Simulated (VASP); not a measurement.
# Os (Fm-3m) in VASP: a series of runs

The runs below take Os through single point, with LDA.

Everything below comes from runs of VASP 6.6.1. Logs are shortened: lines on timing, memory, paths and dates and some standing lists are left out, and cuts for length are marked.

### 1 The cell of the first run

The structure is cubic, space group Fm-3m (No. 225). Conventional cell: a = 3.750 Å, b = 3.750 Å, c = 3.750 Å, α = 90.00°, β = 90.00°, γ = 90.00°. Within 3.5 Å of Os (site symmetry m-3m) lie 12 Os at 2.65 Å.

This isn't the form of Os at room conditions, which is hcp.

### 2 Single point, LDA

INCAR

```
SYSTEM = Os
PREC = Accurate
ENCUT = 560
EDIFF = 1E-6
ISMEAR = 0
SIGMA = 0.05
LREAL = .False.
LASPH = .True.
NELM = 120
ALGO = Normal
ISIF = 2
LWAVE = .False.
LCHARG = .False.
NBANDS = 14
GGA_COMPAT = .False.
```

KPOINTS

```
regular mesh
0
Gamma
  21 21 21
  0 0 0
```

POSCAR

```
Os
1.0
    0.0000000000      1.8751940758      1.8751940758
    1.8751940758      0.0000000000      1.8751940758
    1.8751940758      1.8751940758      0.0000000000
Os
1
Direct
    0.0000000000      0.0000000000      0.0000000000
```

Potentials or basis: VASP PAW LDA potentials, release 64 (Os_sv_GW).

On the command line:

```bash
> cat potpaw_LDA.64/Os_sv_GW/POTCAR > POTCAR
> mpirun -np 1 vasp_std > vasp.out
```

OUTCAR:

```text
SYSTEM = Os
   PREC = Accurate
   ENCUT = 560
   EDIFF = 1E-6
   ISMEAR = 0
   LREAL = .False.
   LASPH = .True.
   NELM = 120
   ISIF = 2

 ion  position               nearest neighbor table
   1  0.000  0.000  0.000-

  LATTYP: Found a face centered cubic cell.
 ALAT       =     3.7503881516

  Lattice vectors:

 A1 = (   0.0000000000,   1.8751940758,   1.8751940758)
 A2 = (   1.8751940758,   0.0000000000,   1.8751940758)
 A3 = (   1.8751940758,   1.8751940758,   0.0000000000)

Analysis of symmetry for initial positions (statically):
=====================================================================
 Subroutine PRICEL returns:
 Original cell was already a primitive cell.

 Routine SETGRP: Setting up the symmetry group for a
 face centered cubic supercell.

 Subroutine GETGRP returns: Found 48 space group operations
 (whereof 48 operations were pure point group operations)
 out of a pool of 48 trial point group operations.

The static configuration has the point symmetry O_h .

Analysis of symmetry for dynamics (positions and initial velocities):
=====================================================================
 Subroutine PRICEL returns:
 Original cell was already a primitive cell.

 Routine SETGRP: Setting up the symmetry group for a
 face centered cubic supercell.

 Subroutine GETGRP returns: Found 48 space group operations
 (whereof 48 operations were pure point group operations)
 out of a pool of 48 trial point group operations.

The dynamic configuration has the point symmetry O_h .

 Subroutine INISYM returns: Found 48 space group operations
 (whereof 48 operations are pure point group operations),
 and found     1 'primitive' translations

----------------------------------------------------------------------------------------

                                     Primitive cell

  volume of cell :      13.1877

  direct lattice vectors                    reciprocal lattice vectors
     0.000000000  1.875194076  1.875194076    -0.266639068  0.266639068  0.266639068
     1.875194076  0.000000000  1.875194076     0.266639068 -0.266639068  0.266639068
     1.875194076  1.875194076  0.000000000     0.266639068  0.266639068 -0.266639068

  length of vectors
     2.651924894  2.651924894  2.651924894     0.461832412  0.461832412  0.461832412

  position of ions in fractional coordinates (direct lattice)
     0.000000000  0.000000000  0.000000000

  ion indices of the primitive-cell ions
   primitive index   ion index
                 1           1

----------------------------------------------------------------------------------------

 KPOINTS: regular mesh

Automatic generation of k-mesh.
 Grid dimensions read from file:
 generate k-points for:   21   21   21

 Generating k-lattice:

  Cartesian coordinates                     Fractional coordinates (reciprocal lattice)
    -0.012697098  0.012697098  0.012697098     0.047619048  0.000000000  0.000000000
     0.012697098 -0.012697098  0.012697098     0.000000000  0.047619048  0.000000000
     0.012697098  0.012697098 -0.012697098     0.000000000  0.000000000  0.047619048

  Length of vectors
     0.021992020  0.021992020  0.021992020

  Shift w.r.t. Gamma in fractional coordinates (k-lattice)
     0.000000000  0.000000000  0.000000000

 Subroutine IBZKPT returns following result:
 ===========================================

 Found    286 irreducible k-points:

 Following reciprocal coordinates:
            Coordinates               Weight
  0.000000  0.000000  0.000000      1.000000
  0.047619  0.000000  0.000000      8.000000
  0.095238  0.000000  0.000000      8.000000
  0.142857  0.000000  0.000000      8.000000
  0.190476  0.000000  0.000000      8.000000
  0.238095  0.000000  0.000000      8.000000
[... 16 lines left out ...]
 -0.428571  0.047619  0.000000     24.000000
 -0.380952  0.047619  0.000000     24.000000
 [... further k-points ...]
   k-points           NKPTS =    286   k-points in BZ     NKDIM =    286   number of bands    NBANDS=     14
   number of dos      NEDOS =    301   number of ions     NIONS =      1
   total plane-waves  NPLWV =   8000
   dimension x,y,z NGX =    20 NGY =   20 NGZ =   20
   dimension x,y,z NGXF=    40 NGYF=   40 NGZF=   40
   ions per type =               1
   NGX,Y,Z   is equivalent  to a cutoff of  12.54, 12.54, 12.54 a.u.
   NGXF,Y,Z  is equivalent  to a cutoff of  25.08, 25.08, 25.08 a.u.
 SYSTEM =  Os
   PREC   = accura    normal or accurate (medium, high low for compatibility)
   ISTART =      0    job   : 0-new  1-cont  2-samecut
   ICHARG =      2    charge: 1-file 2-atom 10-const
   ISPIN  =      1    spin polarized calculation?
   LNONCOLLINEAR =      F non collinear calculations
   LSORBIT =      F    spin-orbit coupling
   LASPH  =      T    aspherical Exc in radial PAW
   ENCUT  =  560.0 eV  41.16 Ry    6.42 a.u.   5.12  5.12  5.12*2*pi/ulx,y,z
   NELM   =    120;   NELMIN=  2; NELMDL= -5     # of ELM steps
   EDIFF  = 0.1E-05   stopping-criterion for ELM
   LREAL  =      F    real-space projection
   EDIFFG = 0.1E-04   stopping-criterion for IOM
   NSW    =      0    number of steps for IOM
   IBRION =     -1    ionic relax: 0-MD 1-quasi-New 2-CG
   NFREE  =      0    steps in history (QN), initial steepest desc. (CG)
   ISIF   =      2    stress and relaxation
   ISYM   =      2    0-nonsym 1-usesym 2-fastsym
   POTIM  = 0.5000    time-step for ionic-motion
   TEBEG  =    0.0;   TEEND  =   0.0 temperature during run
   PSTRESS=    0.0 pullay stress
   NELECT =      16.0000    total number of electrons
   NUPDOWN=      -1.0000    fix difference up-down
   EMIN   =  10.00;   EMAX   =-10.00  energy-range for DOS
   EFERMI =   0.00;   METHOD = LEGACY
   ISMEAR =     0;   SIGMA  =   0.05  broadening in eV -4-tet -1-fermi 0-gaus
   EFERMI_NEDOS =   21; number of points for ismear=-14 and -15
   IALGO  =     38    algorithm
   IMIX   =      4    mixing-type and parameters
     AMIX     =   0.40;   BMIX     =  1.00
     AMIX_MAG =   1.60;   BMIX_MAG =  1.00
  volume/ion in A,a.u.               =      13.19        88.99
  Fermi-wavevector in a.u.,A,eV,Ry     =   1.746058  3.299571 41.480322  3.048718
  Thomas-Fermi vector in A             =   2.817625
   LORBIT       =      0    0 simple, 1 ext, 2 COOP (PROOUT), +10 PAW based schemes
   GGA     = CA    functional components
   LHFCALC =     F    Hartree Fock is set to
   AEXX    =    0.0000 exact exchange contribution
   IVDW    =     0    specifies the selected vdW correction
   LEPSILON=     F    determine dielectric tensor
   LRPA    =     F    only Hartree local field effects (RPA)
 non-spin polarized calculation
 Gauss-broadening in eV      SIGMA  =   0.05
  energy-cutoff  :      560.00
  volume of cell :       13.19
 maximum number of plane-waves:       411
   NGX = 11   NGY = 11   NGZ = 11

 number of electron      15.9999999 magnetization

 Free energy of the ion-electron system (eV)
  ---------------------------------------------------
  ext. energy  EPLUGINS =         0.00000000
  ---------------------------------------------------
  free energy    TOTEN  =       -13.62583645 eV

  energy without entropy =      -13.62500349  energy(sigma->0) =      -13.62541997

 E-fermi :  14.5267     XC(G=0): -15.1830

 val. band max:       14.5130003282   @ k =  -0.4762   0.3333   0.1429
 cond. band min:      14.5285169706   @ k =   0.3333   0.2857   0.0476
 fundamental gap:      0.0155166425
 Fermi energy:        14.5267031585

 k-point     1 :       0.0000    0.0000    0.0000
  band No.  band energies     occupation
      1     -71.6094      2.00000
      2     -30.5952      2.00000
      3     -30.5952      2.00000
      4     -30.5952      2.00000
      5       3.2925      2.00000
      6      11.2777      2.00000
      7      11.2777      2.00000
      8      11.2777      2.00000
      9      14.6413      0.00119
     10      14.6413      0.00119
     11      27.8436      0.00000
     12      33.9023      0.00000
     13      33.9023      0.00000
     14      33.9023      0.00000

 k-point     2 :       0.0476    0.0000    0.0000
  band No.  band energies     occupation
      1     -71.6061      2.00000
      2     -30.6266      2.00000
      3     -30.5992      2.00000
      4     -30.5992      2.00000
      5       3.4086      2.00000
      6      11.2042      2.00000
      7      11.3310      2.00000
      8      11.3310      2.00000
      9      14.5984      0.04260
     10      14.5984      0.04260
     11      28.0628      0.00000
     12      33.4005      0.00000
     13      34.1097      0.00000
     14      34.1097      0.00000

 k-point     3 :       0.0952    0.0000    0.0000
  band No.  band energies     occupation
      1     -71.5968      2.00000
      2     -30.7182      2.00000
      3     -30.6106      2.00000
      4     -30.6106      2.00000
      5       3.7462      2.00000
      6      11.0093      2.00000
      7      11.4763      2.00000
      8      11.4763      2.00000
      9      14.4935      1.65292
     10      14.4935      1.65292
     11      28.6781      0.00000
     12      32.3296      0.00000
     13      34.7183      0.00000
     14      34.7183      0.00000
[... 324 lines left out ...]
 k-point    23 :      -0.4286    0.0476    0.0000
  band No.  band energies     occupation
      1     -71.4766      2.00000
      2     -31.8921      2.00000
      3     -30.7991      2.00000
      4     -30.7705      2.00000
      5       6.4427      2.00000
      6      11.0556      2.00000
      7      11.2182      2.00000
      8      13.6993      2.00000
      9      16.8966      0.00000
     10      17.6200      0.00000
     11      24.8478      0.00000
     12      28.1122      0.00000
     13      34.6711      0.00000
     14      35.3566      0.00000

 k-point    24 :      -0.3810    0.0476    0.0000
  band No.  band energies     occupation
      1     -71.4863      2.00000
      2     -31.8033      2.00000
      3     -30.7905      2.00000
      4     -30.7530      2.00000
      5       6.4659      2.00000
      6      11.1920      2.00000
      7      11.3266      2.00000
      8      12.8134      2.00000
      9      16.3173      0.00000
     10      17.1931      0.00000
     11      25.7338      0.00000
     12      28.9662      0.00000
     13      35.4226      0.00000
     14      36.5932      0.00000

 [... further k-points ...]
[... 5 lines left out ...]
  --------------------------------------------------------------------------------------
  -------------------------------------------------------------------------------------
  Total        1.7146040      1.7146040      1.7146040      0.0000000      0.0000000      0.0000000
  in kB      208.3079021    208.3079021    208.3079021      0.0000000      0.0000000      0.0000000
  external PRESSURE =     208.3079021 kB  Pullay stress =       0.0000000 kB

 VOLUME and BASIS-vectors are now :
 -----------------------------------------------------------------------------
  energy-cutoff  :      560.00
  volume of cell :       13.19
      direct lattice vectors                 reciprocal lattice vectors
     0.000000000  1.875194076  1.875194076    -0.266639068  0.266639068  0.266639068
     1.875194076  0.000000000  1.875194076     0.266639068 -0.266639068  0.266639068
     1.875194076  1.875194076  0.000000000     0.266639068  0.266639068 -0.266639068

 POSITION                                       TOTAL-FORCE (eV/Angst)
 -----------------------------------------------------------------------------------
      0.00000      0.00000      0.00000         0.000000     -0.000000     -0.000000
 -----------------------------------------------------------------------------------
    total drift:                                0.000000      0.000000     -0.000000

  FREE ENERGIE OF THE ION-ELECTRON SYSTEM (eV)
  ---------------------------------------------------
  free  energy   TOTEN  =       -13.6258364470 eV

  energy  without entropy=      -13.6250034908  energy(sigma->0) =      -13.62541997
```

It took 18 s on 1 thread of Intel Xeon 6975P-C (Granite Rapids), shared host; peak memory 0.17 GiB.

Results:

```
Free energy            : -13.6258 eV
Pressure               : 20.8 GPa
Band gap on the k mesh : zero (bands 8 and 9 overlap by 4.54 eV)
```

Levels at points of the mesh, in eV from the Fermi level:
```
           k point  band 4  band 5  band 6  band 7  band 8  band 9  band 10  band 11  band 12  band 13
(0.00, 0.00, 0.00)  -45.12  -11.23   -3.25   -3.25   -3.25    0.11     0.11    13.32    19.38    19.38
```

Caveat: the cell stands under pressure; spin-orbit coupling is left out, which moves the levels of the heavy elements.

### 3 Single point, LDA

This run uses another cell than the first one, of 13.45 Å³/atom.

INCAR, as its differences from that of step 2:

```diff
@@ -13,2 +13,3 @@
 LCHARG = .False.
+GGA = CA
 NBANDS = 14
```

KPOINTS is that of step 2.

POSCAR

```
Os
1.0
    0.0000000000      1.8874984386      1.8874984386
    1.8874984386      0.0000000000      1.8874984386
    1.8874984386      1.8874984386      0.0000000000
Os
1
Direct
    0.0000000000      0.0000000000      0.0000000000
```

Potentials or basis: VASP PAW LDA potentials, release 64 (Os_sv_GW).

On the command line:

```bash
> cat potpaw_LDA.64/Os_sv_GW/POTCAR > POTCAR
> mpirun -np 1 vasp_std > vasp.out
```

It took 55 s on 1 thread of AMD EPYC 7R13 (Zen 3), shared host; peak memory 0.16 GiB.

The run converged. Its results:

```yaml
Free_energy: -13.6542 eV
Pressure: 10.6 GPa
Band_gap_on_the_k_mesh: zero (bands 8 and 9 overlap by 4.40 eV)
```

Levels at points of the mesh, in eV from the Fermi level:
| k point | band 4 | band 5 | band 6 | band 7 | band 8 | band 9 | band 10 | band 11 | band 12 | band 13 |
| --- | --- | --- | --- | --- | --- | --- | --- | --- | --- | --- |
| (0.00, 0.00, 0.00) | -45.13 | -11.07 | -3.16 | -3.16 | -3.16 | 0.11 | 0.11 | 13.36 | 19.30 | 19.30 |

Caveat: the cell stands under pressure; spin-orbit coupling is left out, which moves the levels of the heavy elements.

### 4 Single point, LDA

This run uses another cell than the first one, of 12.95 Å³/atom.

INCAR is that of step 3.

KPOINTS is that of step 3.

POSCAR

```
Os
1.0
    0.0000000000      1.8639775180      1.8639775180
    1.8639775180      0.0000000000      1.8639775180
    1.8639775180      1.8639775180      0.0000000000
Os
1
Direct
    0.0000000000      0.0000000000      0.0000000000
```

On the command line:

```bash
> cat potpaw_LDA.64/Os_sv_GW/POTCAR > POTCAR
> mpirun -np 1 vasp_std > vasp.out
```

Wall time 26 s (1 thread of Intel Xeon Platinum 8488C (Sapphire Rapids), shared host); peak memory 0.17 GiB.

The run converged. Its results:

* Free energy: -13.5852 eV
* Pressure: 31.0 GPa
* Band gap on the k mesh: zero (bands 8 and 9 overlap by 4.67 eV)

Levels at points of the mesh, in eV from the Fermi level:
```
           k point  band 6  band 7  band 8  band 9  band 10  band 11
(0.00, 0.00, 0.00)   -3.33   -3.33   -3.33    0.12     0.12    13.28
```

Caveat: the cell stands under pressure; spin-orbit coupling is left out, which moves the levels of the heavy elements.

### 5 Single point, LDA

This run uses another cell than the first one, of 13.74 Å³/atom.

INCAR, as its differences from that of step 4:

```diff
@@ -13,3 +13,2 @@
 LCHARG = .False.
-GGA = CA
 NBANDS = 14
```

KPOINTS

```
Automatic mesh
0
Gamma
  21 21 21
  0 0 0
```

POSCAR

```
Os
1.0
    0.0000000000      1.9011372222      1.9011372222
    1.9011372222      0.0000000000      1.9011372222
    1.9011372222      1.9011372222      0.0000000000
Os
1
Direct
    0.0000000000      0.0000000000      0.0000000000
```

On the command line:

```bash
> cat potpaw_LDA.64/Os_sv_GW/POTCAR > POTCAR
> mpirun -np 1 vasp_std > vasp.out
```

Run time: 32 s. Hardware: 1 thread of AMD EPYC 9R45 (Zen 5), shared host; peak memory 0.16 GiB.

It converged, with:

```
Free energy            : -13.6674 eV
Pressure               : 0.4 GPa
Band gap on the k mesh : zero (bands 8 and 9 overlap by 4.25 eV)
```

Levels at points of the mesh, in eV from the Fermi level:
```
           k point  band 6  band 7  band 8  band 9  band 10  band 11
(0.00, 0.00, 0.00)   -3.06   -3.06   -3.06    0.10     0.10    13.40
```

Caveat: spin-orbit coupling is left out, which moves the levels of the heavy elements.

### 6 Overview

```csv
cell,gap on the mesh (eV),pressure (GPa)
"a = 2.652 Å, angles 60.0°, 1 atom",none,20.8
"a = 2.669 Å, angles 60.0°, 1 atom",none,10.6
"a = 2.636 Å, angles 60.0°, 1 atom",none,31.0
"a = 2.689 Å, angles 60.0°, 1 atom",none,0.4
```

Alike in all rows: task single point; level LDA; potentials or basis VASP PAW LDA potentials, release 64 (Os_sv_GW); no spin polarisation; k mesh 21 × 21 × 21; cutoff (eV) 560; smearing gaussian 0.05 eV.

Caveats: spin-orbit coupling is left out, which moves the levels of the heavy elements; the cell stands under pressure (at least some runs).

Absolute energies hang on the potentials; compare differences alone.

The gap in the log of VASP goes by the Fermi energy; the results here count the filled bands.